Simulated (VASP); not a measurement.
# C (Cm) in VASP: further runs

Runs on C. Level: PBE. Tasks: single point.

The COD entry that gives the cell may itself be a prediction, so a difference from it is no test against experiment.

Program: VASP 6.6.1. These are calculated values, not measurements. Logs are shortened: lines on timing, memory, paths and dates and some standing lists are left out, and cuts for length are marked.

### Step 1. The cell of the first run

Symmetry: Cm, No. 8, monoclinic system. The conventional cell has a = 4.368 Å, b = 2.522 Å, c = 8.237 Å, α = 90.00°, β = 90.00°, γ = 90.00°. C (site symmetry m) has 4 C at 1.48 to 1.57 Å within 2.0 Å. C (site symmetry m) has 4 C at 1.54 Å within 2.1 Å. C (site symmetry m) has 4 C at 1.54 Å within 2.1 Å. Within 2.1 Å of C (site symmetry m) lie 4 C at 1.54 Å. Within 2.0 Å of C (site symmetry m) lie 4 C at 1.48 to 1.57 Å. C (site symmetry m) has 4 C at 1.54 Å within 2.1 Å. Within 2.1 Å of C (site symmetry m) lie 4 C at 1.54 to 1.57 Å. Within 2.1 Å of C (site symmetry m) lie 4 C at 1.54 Å.

### Step 2. Single point, PBE (atom 5 (C) moved +0.067 Å towards its neighbour atom 1 (C) at 1.544 Å)

INCAR reads:

```
SYSTEM = C
PREC = Accurate
ENCUT = 520
EDIFF = 1E-6
ISMEAR = 0
SIGMA = 0.05
LREAL = .FALSE.
LASPH = .TRUE.
NELM = 100
ALGO = Normal
ISIF = 2
LWAVE = .FALSE.
LCHARG = .FALSE.
GGA = PE
NBANDS = 26
```

KPOINTS reads:

```
Automatic mesh
0
G
  12 12 4
  0 0 0
```

POSCAR reads:

```
C
1.0
    2.5220988435      0.0000000000      0.0000000000
   -1.2610494217      2.1842016693      0.0000000000
    0.0000000000      0.0000000000      8.2371000000
C
8
Direct
    0.0000000000      0.0000000000      0.0937500000
    0.0000000000      0.0000000000      0.5937500000
    0.0000000000      0.0000000000      0.4062500000
    0.0000000000      0.0000000000      0.9062500000
    0.3189378226      0.6378756451      0.1535508417
    0.6666666667      0.3333333333      0.6562500000
    0.3333333333      0.6666666667      0.3437500000
    0.6666666667      0.3333333333      0.8437500000
```

Potentials or basis: VASP PAW PBE potentials, release 64 (C).

Launch:

```sh
cat potpaw_PBE.64/C/POTCAR > POTCAR
mpirun -np 1 vasp_std > vasp.out
```

OUTCAR:

```text
SYSTEM = C
   PREC = Accurate
   ENCUT = 520
   EDIFF = 1E-6
   ISMEAR = 0
   LREAL = .FALSE.
   LASPH = .TRUE.
   NELM = 100
   ISIF = 2
   GGA = PE

 ion  position               nearest neighbor table
   1  0.000  0.000  0.094-   5 1.48   4 1.54   5 1.57   5 1.57
   2  0.000  0.000  0.594-   3 1.54   6 1.54   6 1.54   6 1.54
   3  0.000  0.000  0.406-   2 1.54   7 1.54   7 1.54   7 1.54
   4  0.000  0.000  0.906-   1 1.54   8 1.54   8 1.54   8 1.54
   5  0.319  0.638  0.154-   1 1.48   7 1.57   1 1.57   1 1.57
   6  0.667  0.333  0.656-   8 1.54   2 1.54   2 1.54   2 1.54
   7  0.333  0.667  0.344-   3 1.54   3 1.54   3 1.54   5 1.57
   8  0.667  0.333  0.844-   6 1.54   4 1.54   4 1.54   4 1.54

  LATTYP: Found a hexagonal cell.
 ALAT       =     2.5220988435
 C/A-ratio  =     3.2659703331

  Lattice vectors:

 A1 = (   2.5220988435,   0.0000000000,   0.0000000000)
 A2 = (  -1.2610494217,   2.1842016693,   0.0000000000)
 A3 = (   0.0000000000,   0.0000000000,   8.2371000000)

Analysis of symmetry for initial positions (statically):
=====================================================================
 Subroutine PRICEL returns:
 Original cell was already a primitive cell.

 Routine SETGRP: Setting up the symmetry group for a
 hexagonal supercell.

 Subroutine GETGRP returns: Found  2 space group operations
 (whereof  2 operations were pure point group operations)
 out of a pool of 24 trial point group operations.

The static configuration has the point symmetry C_1h.

Analysis of symmetry for dynamics (positions and initial velocities):
=====================================================================
 Subroutine PRICEL returns:
 Original cell was already a primitive cell.

 Routine SETGRP: Setting up the symmetry group for a
 hexagonal supercell.

 Subroutine GETGRP returns: Found  2 space group operations
 (whereof  2 operations were pure point group operations)
 out of a pool of 24 trial point group operations.

The dynamic configuration has the point symmetry C_1h.

 Subroutine INISYM returns: Found  2 space group operations
 (whereof  2 operations are pure point group operations),
 and found     1 'primitive' translations

----------------------------------------------------------------------------------------

                                     Primitive cell

  volume of cell :      45.3763

  direct lattice vectors                    reciprocal lattice vectors
[... 105 lines left out ...]
   ISIF   =      2    stress and relaxation
   ISYM   =      2    0-nonsym 1-usesym 2-fastsym
   POTIM  = 0.5000    time-step for ionic-motion
   TEBEG  =    0.0;   TEEND  =   0.0 temperature during run
   PSTRESS=    0.0 pullay stress
   NELECT =      32.0000    total number of electrons
   NUPDOWN=      -1.0000    fix difference up-down
   EMIN   =  10.00;   EMAX   =-10.00  energy-range for DOS
   EFERMI =   0.00;   METHOD = LEGACY
   ISMEAR =     0;   SIGMA  =   0.05  broadening in eV -4-tet -1-fermi 0-gaus
   EFERMI_NEDOS =   21; number of points for ismear=-14 and -15
   IALGO  =     38    algorithm
   IMIX   =      4    mixing-type and parameters
     AMIX     =   0.40;   BMIX     =  1.00
     AMIX_MAG =   1.60;   BMIX_MAG =  1.00
  volume/ion in A,a.u.               =       5.67        38.28
  Fermi-wavevector in a.u.,A,eV,Ry     =   1.457186  2.753683 28.890503  2.123392
  Thomas-Fermi vector in A             =   2.574017
   LORBIT       =      0    0 simple, 1 ext, 2 COOP (PROOUT), +10 PAW based schemes
   GGA     = PE    functional components
   LHFCALC =     F    Hartree Fock is set to
   AEXX    =    0.0000 exact exchange contribution
   IVDW    =     0    specifies the selected vdW correction
   LEPSILON=     F    determine dielectric tensor
   LRPA    =     F    only Hartree local field effects (RPA)
 non-spin polarized calculation
 Gauss-broadening in eV      SIGMA  =   0.05
  energy-cutoff  :      520.00
  volume of cell :       45.38
 maximum number of plane-waves:      1242
   NGX =  9   NGY =  9   NGZ = 31

 number of electron      31.9999995 magnetization

 Free energy of the ion-electron system (eV)
  ---------------------------------------------------
  ext. energy  EPLUGINS =         0.00000000
  ---------------------------------------------------
  free energy    TOTEN  =       -72.56331085 eV

  energy without entropy =      -72.56331085  energy(sigma->0) =      -72.56331085

 E-fermi :  10.2398     XC(G=0): -13.2483

 val. band max:       10.0261281618   @ k =   0.0000   0.0000   0.0000
 cond. band min:      14.2078851526   @ k =   0.4167   0.0000   0.0000
 fundamental gap:      4.1817569908
 Fermi energy:        10.2397898356

 k-point     1 :       0.0000    0.0000    0.0000
  band No.  band energies     occupation
      1     -11.7652      2.00000
      2     -10.0755      2.00000
      3     -10.0132      2.00000
      4      -5.9717      2.00000
      5      -3.6248      2.00000
      6       3.1653      2.00000
[... 685 lines left out ...]
     25      21.2860      0.00000
     26      21.7239      0.00000

 [... further k-points ...]

------------------------ aborting loop because EDIFF is reached ----------------------------------------

  FORCE on cell =-STRESS in cart. coord.  units (eV):
  Direction    XX          YY          ZZ          XY          YZ          ZX
  --------------------------------------------------------------------------------------
  -------------------------------------------------------------------------------------
  Total       -0.4422512      0.1883389      3.0973070      0.0000000      0.2962376      0.0000000
  in kB      -15.6153036      6.6499967    109.3618019      0.0000000     10.4597569      0.0000000
  external PRESSURE =      33.4654983 kB  Pullay stress =       0.0000000 kB

 VOLUME and BASIS-vectors are now :
 -----------------------------------------------------------------------------
  energy-cutoff  :      520.00
  volume of cell :       45.38
      direct lattice vectors                 reciprocal lattice vectors
     2.522098843  0.000000000  0.000000000     0.396495166  0.228916591  0.000000000
    -1.261049422  2.184201669  0.000000000     0.000000000  0.457833182  0.000000000
     0.000000000  0.000000000  8.237100000     0.000000000  0.000000000  0.121401950

 POSITION                                       TOTAL-FORCE (eV/Angst)
 -----------------------------------------------------------------------------------
      0.00000      0.00000      0.77223        -0.000000     -2.172727     -0.979013
      0.00000      0.00000      4.89078        -0.000000     -0.044471     -0.319016
      0.00000      0.00000      3.34632         0.000000      0.000748      0.199863
      0.00000      0.00000      7.46487        -0.000000     -0.031368      0.209716
      0.00000      1.39325      1.26481         0.000000      2.605498      0.874670
      1.26105      0.72807      5.40560         0.000000      0.002209     -0.323465
     -0.00000      1.45613      2.83150        -0.000000     -0.381891      0.036289
      1.26105      0.72807      6.95005         0.000000      0.022004      0.300956
 -----------------------------------------------------------------------------------
    total drift:                               -0.000000     -0.000019     -0.000090

  FREE ENERGIE OF THE ION-ELECTRON SYSTEM (eV)
  ---------------------------------------------------
  free  energy   TOTEN  =       -72.5633108494 eV

  energy  without entropy=      -72.5633108494  energy(sigma->0) =      -72.56331085
```

OSZICAR:

```text
N       E                     dE             d eps       ncg     rms          rms(c)
DAV:   1     0.640595478328E+02    0.64060E+02   -0.16577E+04  8528   0.120E+03
DAV:   2    -0.700217774291E+02   -0.13408E+03   -0.12566E+03 11242   0.230E+02
DAV:   3    -0.750827101948E+02   -0.50609E+01   -0.50205E+01 11544   0.392E+01
DAV:   4    -0.751292098960E+02   -0.46500E-01   -0.46419E-01 10870   0.416E+00
DAV:   5    -0.751301161109E+02   -0.90621E-03   -0.90541E-03 11468   0.506E-01    0.111E+01
DAV:   6    -0.732053507787E+02    0.19248E+01   -0.12460E+00  9850   0.599E+00    0.663E+00
DAV:   7    -0.725595515115E+02    0.64580E+00   -0.15200E+00 10310   0.683E+00    0.142E+00
DAV:   8    -0.725630649366E+02   -0.35134E-02   -0.36371E-02 10980   0.103E+00    0.869E-02
DAV:   9    -0.725632345844E+02   -0.16965E-03   -0.57840E-04 11274   0.157E-01    0.334E-02
DAV:  10    -0.725632941450E+02   -0.59561E-04   -0.51409E-05 10518   0.487E-02    0.138E-02
DAV:  11    -0.725633103385E+02   -0.16194E-04   -0.13140E-05 10546   0.249E-02    0.254E-03
DAV:  12    -0.725633108494E+02   -0.51088E-06   -0.49323E-07  8210   0.520E-03
   1 F= -.72563311E+02 E0= -.72563311E+02  d E =-.574814E-12
```

Wall time 87 s (1 thread of Intel Xeon Platinum 8559C (Emerald Rapids), shared host); peak memory 0.24 GiB.

Results:

- Free energy: -72.5633 eV
- Pressure: 3.3 GPa
- Largest force: 2.748 eV/Å
- Band gap on the k mesh: 4.18 eV, indirect (least direct gap 4.79 eV)

Forces on the atoms (eV/Å):
```
C    0.000 -2.173 -0.979
C    0.000 -0.044 -0.319
C    0.000  0.001  0.200
C    0.000 -0.031  0.210
C    0.000  2.605  0.875
C    0.000  0.002 -0.323
C    0.000 -0.382  0.036
C    0.000  0.022  0.301
```

Levels at points of the mesh, in eV from the valence-band top:
```tsv
k point	band 14	band 15	band 16	band 17	band 18	band 19
(0.00, 0.00, 0.00)	-0.42	-0.18	0.00	4.79	5.16	5.48
(0.50, 0.00, 0.00)	-4.69	-3.74	-3.14	4.21	5.44	5.53
(0.00, 0.50, 0.00)	-4.71	-3.90	-3.06	4.35	5.56	5.74
(0.00, 0.00, 0.50)	-0.82	-0.81	-0.55	5.35	5.79	5.84
(0.50, 0.00, 0.50)	-4.73	-3.92	-3.80	4.48	4.66	6.81
(0.00, 0.50, 0.50)	-4.86	-3.80	-3.76	4.66	4.75	6.82
```

Caveat: the cell differs from its parent crystal (atom 5 (C) moved +0.067 Å towards its neighbour atom 1 (C) at 1.544 Å); forces of over 1 eV/Å act on the atoms, so gaps and moduli don't describe the material at rest.

### Step 3. Single point, PBE (atom 5 (C) moved +0.100 Å towards its neighbour atom 1 (C) at 1.544 Å)

INCAR reads:

```
ALGO = Normal ; EDIFF = 1E-6
ENCUT = 520 ; GGA = PE
ISIF = 2 ; ISMEAR = 0
LASPH = True ; LCHARG = True
LELF = True ; LREAL = False
LVHAR = True ; LWAVE = False
NBANDS = 26 ; NELM = 60
PREC = Accurate ; SIGMA = 0.05
```

KPOINTS reads:

```
k-points
0
Gamma
  12 12 4
```

POSCAR, as its differences from that of step 2:

```diff
@@ -12,3 +12,3 @@
     0.0000000000      0.0000000000      0.9062500000
-    0.3189378226      0.6378756451      0.1535508417
+    0.3117508584      0.6235017168      0.1522032860
     0.6666666667      0.3333333333      0.6562500000
```

Potentials or basis: VASP PAW PBE potentials, release 64 (C).

Launch:

```sh
cat potpaw_PBE.64/C/POTCAR > POTCAR
mpirun -np 1 vasp_std > vasp.out
```

Run time: 1.7 min. Hardware: 1 thread of Intel Xeon Platinum 8559C (Emerald Rapids), shared host; peak memory 0.24 GiB.

The run converged. Its results:

- Free energy: -72.4447 eV
- Pressure: 3.9 GPa
- Largest force: 4.406 eV/Å
- Band gap on the k mesh: 3.99 eV, indirect (least direct gap 4.50 eV)

Forces on the atoms (eV/Å):
```
C    0.000 -3.466 -1.412
C    0.000 -0.067 -0.313
C    0.000  0.000  0.138
C    0.000 -0.049  0.150
C    0.000  4.121  1.560
C    0.000  0.003 -0.325
C    0.000 -0.575 -0.089
C    0.000  0.032  0.292
```

Stress tensor (GPa, compression positive):
```
-1.60  0.00  0.00
 0.00  2.34  1.77
 0.00  1.77 11.07
```

Levels at points of the mesh, in eV from the valence-band top:
| k point | band 14 | band 15 | band 16 | band 17 | band 18 | band 19 |
| --- | --- | --- | --- | --- | --- | --- |
| (0.00, 0.00, 0.00) | -0.59 | -0.21 | 0.00 | 4.50 | 5.03 | 5.38 |
| (0.50, 0.00, 0.00) | -4.79 | -3.80 | -3.24 | 4.01 | 5.27 | 5.33 |
| (0.00, 0.50, 0.00) | -4.83 | -4.02 | -3.16 | 4.27 | 5.45 | 5.65 |
| (0.00, 0.00, 0.50) | -0.93 | -0.91 | -0.48 | 4.94 | 5.66 | 5.75 |
| (0.50, 0.00, 0.50) | -4.79 | -4.01 | -3.89 | 4.21 | 4.56 | 6.59 |
| (0.00, 0.50, 0.50) | -4.96 | -3.91 | -3.85 | 4.55 | 4.69 | 6.63 |

Caveat: the cell differs from its parent crystal (atom 5 (C) moved +0.100 Å towards its neighbour atom 1 (C) at 1.544 Å); forces of over 1 eV/Å act on the atoms, so gaps and moduli don't describe the material at rest. A k mesh can miss the band edges.

### Step 4. Single point, PBE (atom 5 (C) moved +0.033 Å towards its neighbour atom 1 (C) at 1.544 Å)

INCAR reads:

```
ALGO = Normal ; EDIFF = 1E-7
ENCUT = 520 ; GGA = PE
ISIF = 2 ; ISMEAR = 0
LASPH = T ; LCHARG = T
LELF = T ; LREAL = F
LVHAR = T ; LWAVE = F
NBANDS = 26 ; NELM = 100
PREC = Accurate ; SIGMA = 0.05
```

KPOINTS is that of step 3.

POSCAR, as its differences from that of step 3:

```diff
@@ -12,3 +12,3 @@
     0.0000000000      0.0000000000      0.9062500000
-    0.3117508584      0.6235017168      0.1522032860
+    0.3261463692      0.6522927384      0.1549024442
     0.6666666667      0.3333333333      0.6562500000
```

Launch:

```sh
cat potpaw_PBE.64/C/POTCAR > POTCAR
mpirun -np 1 vasp_std > vasp.out
```

Wall time 100 s (1 thread of Intel Xeon Platinum 8559C (Emerald Rapids), shared host); peak memory 0.25 GiB.

Results (log left out):

```yaml
Free_energy: -72.6295 eV
Pressure: 3.0 GPa
Largest_force: 1.256 eV/Å
Band_gap_on_the_k_mesh: 4.32 eV, indirect (least direct gap 5.02 eV)
```

Forces in eV/Å, atoms in the order of the input:
```
C    0.000 -1.017 -0.619
C    0.000 -0.022 -0.324
C    0.000  0.001  0.264
C    0.000 -0.015  0.269
C    0.000  1.231  0.248
C    0.000  0.001 -0.321
C    0.000 -0.189  0.174
C    0.000  0.011  0.310
```

Stress tensor (GPa, compression positive):
```
-1.41  0.00  0.00
 0.00 -0.49  0.46
 0.00  0.46 10.96
```

Levels at points of the mesh, in eV from the valence-band top:
| k point | band 12 | band 13 | band 14 | band 15 | band 16 | band 17 | band 18 | band 19 | band 20 | band 21 |
| --- | --- | --- | --- | --- | --- | --- | --- | --- | --- | --- |
| (0.00, 0.00, 0.00) | -1.87 | -1.73 | -0.28 | -0.13 | 0.00 | 5.02 | 5.21 | 5.59 | 6.81 | 7.02 |
| (0.50, 0.00, 0.00) | -5.16 | -5.08 | -4.61 | -3.71 | -3.04 | 4.36 | 5.53 | 5.74 | 5.90 | 6.86 |
| (0.00, 0.50, 0.00) | -5.08 | -5.06 | -4.62 | -3.79 | -2.99 | 4.41 | 5.60 | 5.81 | 5.96 | 6.84 |
| (0.00, 0.00, 0.50) | -2.54 | -0.94 | -0.74 | -0.74 | -0.62 | 5.69 | 5.89 | 5.92 | 6.10 | 6.60 |
| (0.50, 0.00, 0.50) | -6.13 | -4.79 | -4.71 | -3.80 | -3.72 | 4.68 | 4.75 | 6.98 | 7.05 | 7.40 |
| (0.00, 0.50, 0.50) | -6.09 | -4.84 | -4.78 | -3.72 | -3.70 | 4.75 | 4.79 | 6.98 | 7.17 | 7.49 |

Caveat: the cell differs from its parent crystal (atom 5 (C) moved +0.033 Å towards its neighbour atom 1 (C) at 1.544 Å); forces of over 1 eV/Å act on the atoms, so gaps and moduli don't describe the material at rest.
